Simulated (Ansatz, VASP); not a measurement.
## Two plane-wave programs on Sn3S

The input INCAR:

```
SYSTEM = Sn3S
  PREC = Accurate
  ENCUT = 520
  EDIFF = 1E-7
  ISMEAR = 0
  SIGMA = 0.1
  LREAL = .FALSE.
  LASPH = .TRUE.
  NELM = 60
  ALGO = Normal
  ISIF = 2
  LWAVE = .FALSE.
  LCHARG = .FALSE.
  GGA = PS
  NBANDS = 32
```

Contents of KPOINTS:

```
regular mesh
0
G
  4 4 4
  0 0 0
```

POSCAR

```
Sn3S
1.0
    4.5986244512      0.0000000000      0.0000000000
    0.0000000000      4.5986244512      0.0000000000
    0.0000000000      0.0000000000      4.5986244512
Sn S
3 1
Direct
    0.0000000000      0.5000000000      0.5000000000
    0.5000000000      0.0000000000      0.5000000000
    0.5000000000      0.5000000000      0.0000000000
    0.0000000000      0.0000000000      0.0000000000
```

Input for Ansatz:

```yaml
crystal:
  lattice:
    - [4.5986244512, 0.0, 0.0]
    - [0.0, 4.5986244512, 0.0]
    - [0.0, 0.0, 4.5986244512]
  atoms:
    - { symbol: Sn, position: [0.0, 0.5, 0.5] }
    - { symbol: Sn, position: [0.5, 0.0, 0.5] }
    - { symbol: Sn, position: [0.5, 0.5, 0.0] }
    - { symbol: S, position: [0.0, 0.0, 0.0] }
basis:
  ecutwfc: 420
kpoints:
  mp_grid: { grid: [4, 4, 4] }
hamiltonian:
  xc: pbesol
scf:
  occupations: { method: gaussian, width: 0.1 }
output:
  forces: true
  stress: true
  eigenvalues: true
```

Alike in both runs: task single point; functional PBEsol; k mesh 4 × 4 × 4; occupations gaussian, width 0.1 eV; no spin polarisation.

|  | VASP | Ansatz |
| --- | --- | --- |
| version | VASP 6.6.1 | Ansatz 0.2.0 |
| potentials or method | VASP PAW PBE potentials, release 64 (Sn_d, S), cutoff 520 eV | scalar-relativistic, plane waves, PAW |
| valence electrons in the cell | 48 | 48 |

|  | VASP | Ansatz | Ansatz less VASP |
| --- | --- | --- | --- |
| gap on the k mesh at the Fermi level (eV) | none | none | - |
| pressure (GPa) | -0.6 | -0.6 | +0.05 |

VASP's potentials were made for PBE, not for PBEsol. A gap of «none» marks a metal or a gap that the smearing closes.
